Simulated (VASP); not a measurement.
# TiS2 in VASP: further runs

Runs on TiS2. Level: LDA. Tasks: single point.

All numbers are computed with VASP 6.6.1; they aren't measurements. Logs are shortened: lines on timing, memory, paths and dates and some standing lists are left out, and cuts for length are marked.

## (1) The cell of the first run

The cell holds a sheet with vacuum, 3 atoms: a = 3.400 Å, b = 3.400 Å, c = 16.860 Å, α = 90.00°, β = 90.00°, γ = 120.00°.

## (2) Single point, LDA

INCAR reads:

```
ALGO     = Normal         # electronic algorithm
DIPOL    = 0.5 0.5 0.500
EDIFF    = 1E-6           # SCF threshold, eV
ENCUT    = 400            # plane-wave cutoff, eV
GGA_COMPAT= False        
IDIPOL   = 3            
ISIF     = 2              # what is computed and relaxed
ISMEAR   = 0              # smearing method
LASPH    = True           # aspherical terms in the spheres
LCHARG   = True           # write CHGCAR
LDIPOL   = True         
LELF     = True           # ELF
LREAL    = False          # projectors in reciprocal space
LVACPOTAV= True         
LVHAR    = True         
LWAVE    = False          # write WAVECAR
NBANDS   = 19             # bands
NELM     = 120            # most SCF steps
NELMDL   = -8           
PREC     = Accurate       # precision mode
SIGMA    = 0.08           # smearing width, eV
```

KPOINTS reads:

```
k-points
0
Gamma
  12 12 1
```

POSCAR reads:

```
TiS2
1.0
    3.4000000000      0.0000000000      0.0000000000
   -1.7000000000      2.9444863729      0.0000000000
    0.0000000000      0.0000000000     16.8600000000
S Ti
2 1
Direct
    0.3333330000      0.6666670000      0.4151838671
    0.6666670000      0.3333330000      0.5848161329
    0.0000000000      0.0000000000      0.5000000000
```

Potentials or basis: VASP PAW LDA potentials, release 64 (S, Ti_sv).

Command:

```console
> cat potpaw_LDA.64/S/POTCAR potpaw_LDA.64/Ti_sv/POTCAR > POTCAR
> mpirun -np 1 vasp_std > vasp.out
```

OUTCAR:

```text
EDIFF = 1E-6
   ENCUT = 400
   ISIF = 2
   ISMEAR = 0
   LASPH = True
   LREAL = False
   NELM = 120
   NELMDL = -8
   PREC = Accurate

 ion  position               nearest neighbor table
   1  0.333  0.667  0.415-   3 2.43   3 2.43   3 2.43
   2  0.667  0.333  0.585-   3 2.43   3 2.43   3 2.43
   3  0.000  0.000  0.500-   1 2.43   2 2.43   2 2.43   1 2.43   2 2.43   1 2.43

  LATTYP: Found a hexagonal cell.
 ALAT       =     3.4000000000
 C/A-ratio  =     4.9588235294

  Lattice vectors:

 A1 = (   3.4000000000,   0.0000000000,   0.0000000000)
 A2 = (  -1.7000000000,   2.9444863729,   0.0000000000)
 A3 = (   0.0000000000,   0.0000000000,  16.8600000000)

Analysis of symmetry for initial positions (statically):
=====================================================================
 Subroutine PRICEL returns:
 Original cell was already a primitive cell.

 Routine SETGRP: Setting up the symmetry group for a
 hexagonal supercell.

 Subroutine GETGRP returns: Found 12 space group operations
 (whereof 12 operations were pure point group operations)
 out of a pool of 24 trial point group operations.

The static configuration has the point symmetry D_3d.

Analysis of symmetry for dynamics (positions and initial velocities):
=====================================================================
 Subroutine PRICEL returns:
 Original cell was already a primitive cell.

 Routine SETGRP: Setting up the symmetry group for a
 hexagonal supercell.

 Subroutine GETGRP returns: Found 12 space group operations
 (whereof 12 operations were pure point group operations)
 out of a pool of 24 trial point group operations.

The dynamic configuration has the point symmetry D_3d.

 Subroutine INISYM returns: Found 12 space group operations
 (whereof 12 operations are pure point group operations),
 and found     1 'primitive' translations

----------------------------------------------------------------------------------------

                                     Primitive cell

  volume of cell :     168.7897

  direct lattice vectors                    reciprocal lattice vectors
     3.400000000  0.000000000  0.000000000     0.294117647  0.169808903  0.000000000
    -1.700000000  2.944486373  0.000000000     0.000000000  0.339617805  0.000000000
     0.000000000  0.000000000 16.860000000     0.000000000  0.000000000  0.059311981

  length of vectors
     3.400000000  3.400000000 16.860000000     0.339617805  0.339617805  0.059311981

  position of ions in fractional coordinates (direct lattice)
     0.333333000  0.666667000  0.415183867
     0.666667000  0.333333000  0.584816133
     0.000000000  0.000000000  0.500000000

  ion indices of the primitive-cell ions
   primitive index   ion index
                 1           1
                 2           2
                 3           3

----------------------------------------------------------------------------------------

 KPOINTS: k-points

Automatic generation of k-mesh.
 Grid dimensions read from file:
 generate k-points for:   12   12    1

 Generating k-lattice:

  Cartesian coordinates                     Fractional coordinates (reciprocal lattice)
     0.024509804  0.014150742  0.000000000     0.083333333  0.000000000  0.000000000
     0.000000000  0.028301484  0.000000000     0.000000000  0.083333333  0.000000000
     0.000000000  0.000000000  0.059311981     0.000000000  0.000000000  1.000000000

  Length of vectors
     0.028301484  0.028301484  0.059311981

  Shift w.r.t. Gamma in fractional coordinates (k-lattice)
     0.000000000  0.000000000  0.000000000

 Subroutine IBZKPT returns following result:
 ===========================================

 Found     19 irreducible k-points:

 Following reciprocal coordinates:
            Coordinates               Weight
  0.000000  0.000000  0.000000      1.000000
  0.083333 -0.000000  0.000000      6.000000
  0.166667 -0.000000  0.000000      6.000000
  0.250000 -0.000000  0.000000      6.000000
  0.333333  0.000000  0.000000      6.000000
  0.416667  0.000000  0.000000      6.000000
[... 11 lines left out ...]
  0.333333  0.250000  0.000000     12.000000
  0.333333  0.333333  0.000000      2.000000
   k-points           NKPTS =     19   k-points in BZ     NKDIM =     19   number of bands    NBANDS=     19
   number of dos      NEDOS =    301   number of ions     NIONS =      3
   total plane-waves  NPLWV =  64512
   dimension x,y,z NGX =    24 NGY =   24 NGZ =  112
   dimension x,y,z NGXF=    48 NGYF=   48 NGZF=  224
   ions per type =               2   1
   NGX,Y,Z   is equivalent  to a cutoff of  11.74, 11.74, 11.04 a.u.
   NGXF,Y,Z  is equivalent  to a cutoff of  23.47, 23.47, 22.09 a.u.
 SYSTEM =  unknown system
   PREC   = accura    normal or accurate (medium, high low for compatibility)
   ISTART =      0    job   : 0-new  1-cont  2-samecut
   ICHARG =      2    charge: 1-file 2-atom 10-const
   ISPIN  =      1    spin polarized calculation?
   LNONCOLLINEAR =      F non collinear calculations
   LSORBIT =      F    spin-orbit coupling
   LASPH  =      T    aspherical Exc in radial PAW
   ENCUT  =  400.0 eV  29.40 Ry    5.42 a.u.   5.54  5.54 27.49*2*pi/ulx,y,z
   NELM   =    120;   NELMIN=  2; NELMDL= -8     # of ELM steps
   EDIFF  = 0.1E-05   stopping-criterion for ELM
   LREAL  =      F    real-space projection
   EDIFFG = 0.1E-04   stopping-criterion for IOM
   NSW    =      0    number of steps for IOM
   IBRION =     -1    ionic relax: 0-MD 1-quasi-New 2-CG
   NFREE  =      0    steps in history (QN), initial steepest desc. (CG)
   ISIF   =      2    stress and relaxation
   ISYM   =      2    0-nonsym 1-usesym 2-fastsym
   POTIM  = 0.5000    time-step for ionic-motion
   TEBEG  =    0.0;   TEEND  =   0.0 temperature during run
   PSTRESS=    0.0 pullay stress
   NELECT =      24.0000    total number of electrons
   NUPDOWN=      -1.0000    fix difference up-down
   EMIN   =  10.00;   EMAX   =-10.00  energy-range for DOS
   EFERMI =   0.00;   METHOD = LEGACY
   ISMEAR =     0;   SIGMA  =   0.08  broadening in eV -4-tet -1-fermi 0-gaus
   EFERMI_NEDOS =   21; number of points for ismear=-14 and -15
   IALGO  =     38    algorithm
   IMIX   =      4    mixing-type and parameters
     AMIX     =   0.40;   BMIX     =  1.00
     AMIX_MAG =   1.60;   BMIX_MAG =  1.00
  volume/ion in A,a.u.               =      56.26       379.68
  Fermi-wavevector in a.u.,A,eV,Ry     =   0.854470  1.614713  9.933860  0.730118
  Thomas-Fermi vector in A             =   1.971071
   LORBIT       =      0    0 simple, 1 ext, 2 COOP (PROOUT), +10 PAW based schemes
   GGA     = CA    functional components
   LHFCALC =     F    Hartree Fock is set to
   AEXX    =    0.0000 exact exchange contribution
   IVDW    =     0    specifies the selected vdW correction
   LEPSILON=     F    determine dielectric tensor
   LRPA    =     F    only Hartree local field effects (RPA)
 non-spin polarized calculation
 Gauss-broadening in eV      SIGMA  =   0.08
  energy-cutoff  :      400.00
  volume of cell :      168.79
 maximum number of plane-waves:      3115
 NGX is ok and might be reduce to    24
   NGX = 11   NGY = 11   NGZ = 55

 number of electron      23.9999995 magnetization

 dipolmoment           0.000000      0.000000     -0.000000 electrons x Angstroem

 Free energy of the ion-electron system (eV)
  ---------------------------------------------------
  ext. energy  EPLUGINS =         0.00000000
  ---------------------------------------------------
  free energy    TOTEN  =       -21.77754379 eV

  energy without entropy =      -21.77551472  energy(sigma->0) =      -21.77652925

 E-fermi :  -2.1810     XC(G=0):  -4.1382

 val. band max:       -2.4998494234   @ k =   0.0833  -0.0000   0.0000
 cond. band min:      -2.1633422588   @ k =   0.5000  -0.0000   0.0000
 fundamental gap:      0.3365071647
 Fermi energy:        -2.1809969589

 k-point     1 :       0.0000    0.0000    0.0000
  band No.  band energies     occupation
      1     -59.1022      2.00000
      2     -35.7302      2.00000
      3     -35.6757      2.00000
      4     -35.6757      2.00000
      5     -15.6062      2.00000
      6     -14.4066      2.00000
[... 11 lines left out ...]
     18       3.1331      0.00000
     19       3.5690      0.00000

 k-point     2 :       0.0833   -0.0000    0.0000
  band No.  band energies     occupation
      1     -59.1013      2.00000
      2     -35.7283      2.00000
      3     -35.6850      2.00000
      4     -35.6778      2.00000
      5     -15.5245      2.00000
      6     -14.3788      2.00000
[... 11 lines left out ...]
     18       3.2972      0.00000
     19       3.6938      0.00000

 k-point     3 :       0.1667   -0.0000    0.0000
  band No.  band energies     occupation
      1     -59.0988      2.00000
      2     -35.7234      2.00000
      3     -35.7103      2.00000
      4     -35.6836      2.00000
      5     -15.2910      2.00000
      6     -14.3013      2.00000
[... 11 lines left out ...]
     18       3.7011      0.00000
     19       4.0365      0.00000

 k-point     4 :       0.2500   -0.0000    0.0000
  band No.  band energies     occupation
      1     -59.0954      2.00000
      2     -35.7450      2.00000
      3     -35.7164      2.00000
      4     -35.6914      2.00000
      5     -14.9426      2.00000
      6     -14.1911      2.00000
[... 297 lines left out ...]
     18       5.2233      0.00000
     19       5.4597      0.00000

 k-point    18 :       0.3333    0.2500    0.0000
  band No.  band energies     occupation
      1     -59.0873      2.00000
      2     -35.7880      2.00000
      3     -35.7481      2.00000
      4     -35.7003      2.00000
      5     -13.9435      2.00000
      6     -13.8923      2.00000
[... 11 lines left out ...]
     18       5.3209      0.00000
     19       5.5925      0.00000

 k-point    19 :       0.3333    0.3333    0.0000
  band No.  band energies     occupation
      1     -59.0869      2.00000
      2     -35.7709      2.00000
      3     -35.7709      2.00000
      4     -35.6994      2.00000
      5     -13.8766      2.00000
      6     -13.8766      2.00000
[... 11 lines left out ...]
     18       5.3958      0.00000
     19       6.0558      0.00000

------------------------ aborting loop because EDIFF is reached ----------------------------------------

  FORCE on cell =-STRESS in cart. coord.  units (eV):
  Direction    XX          YY          ZZ          XY          YZ          ZX
  --------------------------------------------------------------------------------------
  -------------------------------------------------------------------------------------
  Total       -2.2890326     -2.2890326     -1.6929568      0.0000000      0.0000000      0.0000000
  in kB      -21.7278385    -21.7278385    -16.0697982      0.0000000      0.0000000      0.0000000
  external PRESSURE =     -19.8418251 kB  Pullay stress =       0.0000000 kB

 VOLUME and BASIS-vectors are now :
 -----------------------------------------------------------------------------
  energy-cutoff  :      400.00
  volume of cell :      168.79
      direct lattice vectors                 reciprocal lattice vectors
     3.400000000  0.000000000  0.000000000     0.294117647  0.169808903  0.000000000
    -1.700000000  2.944486373  0.000000000     0.000000000  0.339617805  0.000000000
     0.000000000  0.000000000 16.860000000     0.000000000  0.000000000  0.059311981

 POSITION                                       TOTAL-FORCE (eV/Angst)
 -----------------------------------------------------------------------------------
     -0.00000      1.96299      7.00000         0.000000     -0.000000      0.560863
      1.70000      0.98149      9.86000        -0.000000      0.000000     -0.560863
      0.00000      0.00000      8.43000        -0.000000      0.000000      0.000000
 -----------------------------------------------------------------------------------
    total drift:                                0.000000     -0.000000      0.000000

  FREE ENERGIE OF THE ION-ELECTRON SYSTEM (eV)
  ---------------------------------------------------
  free  energy   TOTEN  =       -21.7775437852 eV

  energy  without entropy=      -21.7755147225  energy(sigma->0) =      -21.77652925

 vacuum level on the upper side and lower side of the slab         3.827         3.827
```

It took 58 s on 1 thread of Intel Xeon Platinum 8259CL at 2.50GHz (Skylake/Cascade Lake), shared host; peak memory 0.21 GiB.

Results:

```
Free energy            : -21.7775 eV
Largest force          : 0.561 eV/Å
Band gap on the k mesh : zero (bands 12 and 13 overlap by 0.09 eV)
```

Forces on the atoms (eV/Å):
```
S    0.000  0.000  0.561
S    0.000  0.000 -0.561
Ti   0.000  0.000  0.000
```

## (3) Single point, LDA

This run uses another cell than the first one.

INCAR reads:

```
SYSTEM = TiS2
ALGO = Normal
DIPOL = 0.5 0.5 0.286
EDIFF = 1E-6
ENCUT = 400
GGA_COMPAT = .False.
IDIPOL = 3
ISIF = 2
ISMEAR = 0
LASPH = .True.
LCHARG = .True.
LDIPOL = .True.
LELF = .True.
LREAL = .False.
LVACPOTAV = .True.
LVHAR = .True.
LWAVE = .False.
NBANDS = 19
NELM = 120
NELMDL = -8
PREC = Accurate
SIGMA = 0.08
```

KPOINTS reads:

```
k-points
0
Gamma
  12 12 1
  0 0 0
```

POSCAR reads:

```
TiS2
1.0
    3.3190777493      0.0000000000      0.0000000000
   -1.6595388747      2.8744056480      0.0000000000
    0.0000000000      0.0000000000     29.5200000028
S Ti
2 1
Direct
    0.3333333333      0.6666666667      0.2376030872
    0.6666666667      0.3333333333      0.3335351242
    0.0000000000      0.0000000000      0.2855691057
```

Potentials or basis: VASP PAW LDA potentials, release 64 (S, Ti_sv).

Command:

```console
> cat potpaw_LDA.64/S/POTCAR potpaw_LDA.64/Ti_sv/POTCAR > POTCAR
> mpirun -np 1 vasp_std > vasp.out
```

Run time: 2.2 min. Hardware: 1 thread of Intel Xeon Platinum 8259CL at 2.50GHz (Skylake/Cascade Lake), shared host; peak memory 0.28 GiB.

The run converged. Its results:

```yaml
Free_energy: -21.8377 eV
Largest_force: 0.025 eV/Å
Band_gap_on_the_k_mesh: zero (bands 12 and 13 overlap by 0.27 eV)
```

Forces in eV/Å, atoms in the order of the input:
```
S    0.000  0.000 -0.025
S    0.000  0.000  0.025
Ti   0.000  0.000  0.000
```

Levels at points of the mesh, in eV from the Fermi level:
```tsv
k point	band 9	band 10	band 11	band 12	band 13	band 14	band 15	band 16
(0.00, 0.00, 0.00)	-2.70	-1.52	0.28	0.28	0.53	0.53	1.10	3.99
(0.50, 0.00, 0.00)	-2.97	-2.72	-1.93	-1.22	0.01	1.74	2.19	3.98
```

The gap in the log of VASP goes by the Fermi energy; the results here count the filled bands.